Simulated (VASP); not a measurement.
# Si (Fd-3m) in VASP: phonons with r2SCAN

Aim: the phonons of Si with r2SCAN.

All numbers are computed with VASP 6.6.1; they aren't measurements. Logs are shortened: lines on timing, memory, paths and dates and some standing lists are left out, and cuts for length are marked.

## Step 1: The cell of the first run

It takes space group Fd-3m (No. 227, cubic). Conventional cell: a = 5.444 Å, b = 5.444 Å, c = 5.444 Å, α = 90.00°, β = 90.00°, γ = 90.00°. Si (site symmetry -43m) has 4 Si at 2.36 Å within 3.1 Å.

## Step 2: Phonons, r2SCAN

The input, INCAR:

```
SYSTEM = Si
ALGO     = Normal         ! electronic algorithm
EDIFF    = 1E-8           ! SCF threshold, eV
ENCUT    = 520            ! plane-wave cutoff, eV
IBRION   = 6              ! ionic algorithm
ISIF     = 2              ! what is computed and relaxed
ISMEAR   = 0              ! smearing method
LASPH    = .TRUE.         ! aspherical terms in the spheres
LCHARG   = .FALSE.        ! write CHGCAR
LMIXTAU  = .TRUE.       
LREAL    = .FALSE.        ! projectors in reciprocal space
LWAVE    = .FALSE.        ! write WAVECAR
METAGGA  = R2SCAN         ! meta-GGA
NBANDS   = 11             ! bands
NELM     = 100            ! most SCF steps
NFREE    = 2            
NSW      = 1              ! ionic steps
POTIM    = 0.015          ! step
PREC     = Accurate       ! precision mode
SIGMA    = 0.01           ! smearing width, eV
```

The input, KPOINTS:

```
k-points
0
G
  8 8 8
  0 0 0
```

The input, POSCAR:

```
Si
1.0
    0.0000000000      2.7220493453      2.7220493453
    2.7220493453      0.0000000000      2.7220493453
    2.7220493453      2.7220493453      0.0000000000
Si
2
Direct
    0.5000000000      0.5000000000      0.5000000000
    0.7500000000      0.7500000000      0.7500000000
```

Potentials or basis: VASP PAW PBE potentials, release 64 (Si).

Started as:

```bash
cat potpaw_PBE.64/Si/POTCAR > POTCAR
mpirun -np 1 vasp_std > vasp.out
```

OUTCAR:

```text
SYSTEM = Si
   EDIFF = 1E-8
   ENCUT = 520
   IBRION = 6
   ISIF = 2
   ISMEAR = 0
   LASPH = .TRUE.
   LREAL = .FALSE.
   METAGGA = R2SCAN
   NELM = 100
   NFREE = 2
   NSW = 1
   POTIM = 0.015
   PREC = Accurate

 ion  position               nearest neighbor table
   1  0.500  0.500  0.500-   2 2.36   2 2.36   2 2.36   2 2.36
   2  0.750  0.750  0.750-   1 2.36   1 2.36   1 2.36   1 2.36

  LATTYP: Found a face centered cubic cell.
 ALAT       =     5.4440986906

  Lattice vectors:

 A1 = (   0.0000000000,   2.7220493453,   2.7220493453)
 A2 = (   2.7220493453,   0.0000000000,   2.7220493453)
 A3 = (   2.7220493453,   2.7220493453,   0.0000000000)

Analysis of symmetry for initial positions (statically):
=====================================================================
 Subroutine PRICEL returns:
 Original cell was already a primitive cell.

 Routine SETGRP: Setting up the symmetry group for a
 face centered cubic supercell.

 Subroutine GETGRP returns: Found 48 space group operations
 (whereof 24 operations were pure point group operations)
 out of a pool of 48 trial point group operations.

The static configuration has the point symmetry T_d .
 The point group associated with its full space group is O_h .

Analysis of symmetry for dynamics (positions and initial velocities):
=====================================================================
 Subroutine PRICEL returns:
 Original cell was already a primitive cell.

 Routine SETGRP: Setting up the symmetry group for a
 face centered cubic supercell.

 Subroutine GETGRP returns: Found 48 space group operations
 (whereof 24 operations were pure point group operations)
 out of a pool of 48 trial point group operations.

The dynamic configuration has the point symmetry T_d .
 The point group associated with its full space group is O_h .

 Subroutine INISYM returns: Found 48 space group operations
 (whereof 24 operations are pure point group operations),
 and found     1 'primitive' translations

----------------------------------------------------------------------------------------

                                     Primitive cell

  volume of cell :      40.3383

  direct lattice vectors                    reciprocal lattice vectors
     0.000000000  2.722049345  2.722049345    -0.183685134  0.183685134  0.183685134
     2.722049345  0.000000000  2.722049345     0.183685134 -0.183685134  0.183685134
     2.722049345  2.722049345  0.000000000     0.183685134  0.183685134 -0.183685134

  length of vectors
     3.849559102  3.849559102  3.849559102     0.318151985  0.318151985  0.318151985

  position of ions in fractional coordinates (direct lattice)
     0.500000000  0.500000000  0.500000000
     0.750000000  0.750000000  0.750000000

  ion indices of the primitive-cell ions
   primitive index   ion index
                 1           1
                 2           2

----------------------------------------------------------------------------------------

 KPOINTS: k-points

Automatic generation of k-mesh.
 Grid dimensions read from file:
 generate k-points for:    8    8    8

 Generating k-lattice:

  Cartesian coordinates                     Fractional coordinates (reciprocal lattice)
    -0.022960642  0.022960642  0.022960642     0.125000000  0.000000000  0.000000000
     0.022960642 -0.022960642  0.022960642     0.000000000  0.125000000  0.000000000
     0.022960642  0.022960642 -0.022960642     0.000000000  0.000000000  0.125000000

  Length of vectors
     0.039768998  0.039768998  0.039768998

[... 62 lines left out ...]
   TEBEG  =    0.0;   TEEND  =   0.0 temperature during run
   PSTRESS=    0.0 pullay stress
   NELECT =       8.0000    total number of electrons
   NUPDOWN=      -1.0000    fix difference up-down
   EMIN   =  10.00;   EMAX   =-10.00  energy-range for DOS
   EFERMI =   0.00;   METHOD = LEGACY
   ISMEAR =     0;   SIGMA  =   0.01  broadening in eV -4-tet -1-fermi 0-gaus
   EFERMI_NEDOS =   21; number of points for ismear=-14 and -15
   IALGO  =     38    algorithm
   IMIX   =      4    mixing-type and parameters
     AMIX     =   0.40;   BMIX     =  1.00
     AMIX_MAG =   1.60;   BMIX_MAG =  1.00
  volume/ion in A,a.u.               =      20.17       136.11
  Fermi-wavevector in a.u.,A,eV,Ry     =   0.954697  1.804115 12.400977  0.911446
  Thomas-Fermi vector in A             =   2.083467
   LORBIT       =      0    0 simple, 1 ext, 2 COOP (PROOUT), +10 PAW based schemes
   METAGGA = R2SCAN    functional components
   LHFCALC =     F    Hartree Fock is set to
   AEXX    =    0.0000 exact exchange contribution
   IVDW    =     0    specifies the selected vdW correction
   LEPSILON=     F    determine dielectric tensor
   LRPA    =     F    only Hartree local field effects (RPA)
 finite differences with symmetry
 non-spin polarized calculation
 Gauss-broadening in eV      SIGMA  =   0.01
  energy-cutoff  :      520.00
  volume of cell :       40.34
 maximum number of plane-waves:      1106
 NGX is ok and might be reduce to    30
   NGX = 15   NGY = 15   NGZ = 15

--------------------------------------- Ionic step        1  -------------------------------------------

 number of electron       8.0000001 magnetization

 Free energy of the ion-electron system (eV)
  ---------------------------------------------------
  ext. energy  EPLUGINS =         0.00000000
  ---------------------------------------------------
  free energy    TOTEN  =       -17.54714487 eV

  energy without entropy =      -17.54714487  energy(sigma->0) =      -17.54714487

------------------------ aborting loop because EDIFF is reached ----------------------------------------

  FORCE on cell =-STRESS in cart. coord.  units (eV):
  Direction    XX          YY          ZZ          XY          YZ          ZX
  --------------------------------------------------------------------------------------
  -------------------------------------------------------------------------------------
  Total       -0.0561762     -0.0561762     -0.0561762     -0.0000000      0.0000000     -0.0000000
  in kB       -2.2312338     -2.2312338     -2.2312338     -0.0000000      0.0000000     -0.0000000
  external PRESSURE =      -2.2312338 kB  Pullay stress =       0.0000000 kB
[... 59 lines left out ...]
--------------------------------------- Ionic step        3  -------------------------------------------

 number of electron       8.0000000 magnetization

 Free energy of the ion-electron system (eV)
  ---------------------------------------------------
  ext. energy  EPLUGINS =         0.00000000
  ---------------------------------------------------
  free energy    TOTEN  =       -17.54558835 eV

  energy without entropy =      -17.54558835  energy(sigma->0) =      -17.54558835

 E-fermi :   5.8204     XC(G=0):  -9.8251

 val. band max:        5.7405005239   @ k =   0.0000   0.0000   0.0000
 cond. band min:       6.4877212434   @ k =   0.0000   0.3750   0.3750
 fundamental gap:      0.7472207196
 Fermi energy:         5.8203983369

 k-point     1 :       0.0000    0.0000    0.0000
  band No.  band energies     occupation
      1      -6.8102      2.00000
      2       5.5873      2.00000
      3       5.6645      2.00000
      4       5.7405      2.00000
      5       8.3732      0.00000
      6       8.4177      0.00000
      7       8.4638      0.00000
      8       9.5616      0.00000
      9      13.7860      0.00000
     10      13.7876      0.00000
     11      14.3315      0.00000
[... 309 lines left out ...]
 k-point    24 :      -0.3750    0.2500    0.1250
  band No.  band energies     occupation
      1      -3.8304      2.00000
      2      -1.3427      2.00000
      3       2.0995      2.00000
      4       3.3843      2.00000
      5       9.0176      0.00000
      6       9.0653      0.00000
      7      11.9881      0.00000
      8      13.2838      0.00000
      9      13.5783      0.00000
     10      16.8855      0.00000
     11      18.0954      0.00000

 [... further k-points ...]
[... 5 lines left out ...]
  --------------------------------------------------------------------------------------
  -------------------------------------------------------------------------------------
  Total       -0.0566769     -0.0529834     -0.0529834      0.0000000     -0.1406154      0.0000000
  in kB       -2.2511203     -2.1044191     -2.1044191      0.0000000     -5.5850304      0.0000000
  external PRESSURE =      -2.1533195 kB  Pullay stress =       0.0000000 kB
[... 17 lines left out ...]
  FREE ENERGIE OF THE ION-ELECTRON SYSTEM (eV)
  ---------------------------------------------------
  free  energy   TOTEN  =       -17.5455883466 eV

  energy  without entropy=      -17.5455883466  energy(sigma->0) =      -17.54558835

 INTERNAL STRAIN TENSORS FROM DISPLACED ATOMS
 ============================================

 INTERNAL STRAIN TENSOR FOR ION    1 for displacements in x,y,z  (eV/Angst):
          X           Y           Z          XY          YZ          ZX
  --------------------------------------------------------------------------------
  x     0.00000     0.00000     0.00000     0.00000     9.37414     0.00000
  y     0.00000     0.00000     0.00000     0.00000     0.00000     9.37414
  z     0.00000     0.00000     0.00000     9.37414     0.00000     0.00000

 INTERNAL STRAIN TENSOR FOR ION    2 for displacements in x,y,z  (eV/Angst):
          X           Y           Z          XY          YZ          ZX
  --------------------------------------------------------------------------------
  x     0.00000     0.00000     0.00000     0.00000    -9.37414     0.00000
  y     0.00000     0.00000     0.00000     0.00000     0.00000    -9.37414
  z     0.00000     0.00000     0.00000    -9.37414     0.00000     0.00000

 Eigenvectors and eigenvalues of the dynamical matrix
 ----------------------------------------------------

   1 f  =   15.518386 THz    97.504897 2PiTHz  517.637652 cm-1    64.178860 meV
             X         Y         Z           dx          dy          dz
      2.722049  2.722049  2.722049     0.707107    0.000000    0.000000
      4.083074  4.083074  4.083074    -0.707107    0.000000    0.000000
[... 16 lines left out ...]
   5 f  =    0.000000 THz     0.000000 2PiTHz    0.000000 cm-1     0.000000 meV
             X         Y         Z           dx          dy          dz
      2.722049  2.722049  2.722049     0.707107    0.000000    0.000000
      4.083074  4.083074  4.083074     0.707107    0.000000    0.000000

   6 f/i=    0.000000 THz     0.000001 2PiTHz    0.000006 cm-1     0.000001 meV
             X         Y         Z           dx          dy          dz
      2.722049  2.722049  2.722049     0.000000   -0.522466   -0.476476
      4.083074  4.083074  4.083074     0.000000   -0.522466   -0.476476

 ELASTIC MODULI CONTR FROM IONIC RELAXATION (kBar)
 Direction    XX          YY          ZZ          XY          YZ          ZX
 --------------------------------------------------------------------------------
 XX           0.0000      0.0000      0.0000      0.0000      0.0000      0.0000
 YY           0.0000      0.0000      0.0000      0.0000      0.0000      0.0000
 ZZ           0.0000      0.0000      0.0000      0.0000      0.0000      0.0000
 XY           0.0000      0.0000      0.0000   -252.2429      0.0000      0.0000
 YZ           0.0000      0.0000      0.0000      0.0000   -252.2429      0.0000
 ZX           0.0000      0.0000      0.0000      0.0000      0.0000   -252.2429
 --------------------------------------------------------------------------------
```

Wall time 5.8 min (1 thread of Intel Xeon 6975P-C, shared host); peak memory 0.21 GiB.

Results:

```yaml
Highest_phonon_frequency_at_Γ: 518 cm⁻¹
```

Phonon frequencies in cm⁻¹ (negative: imaginary):
```csv
q point,frequencies
"(0.000, 0.000, 0.000)",0 0 0 518 518 518
```

Caveat: the PAW data sets were made with another functional, which shifts forces and pressure a little.
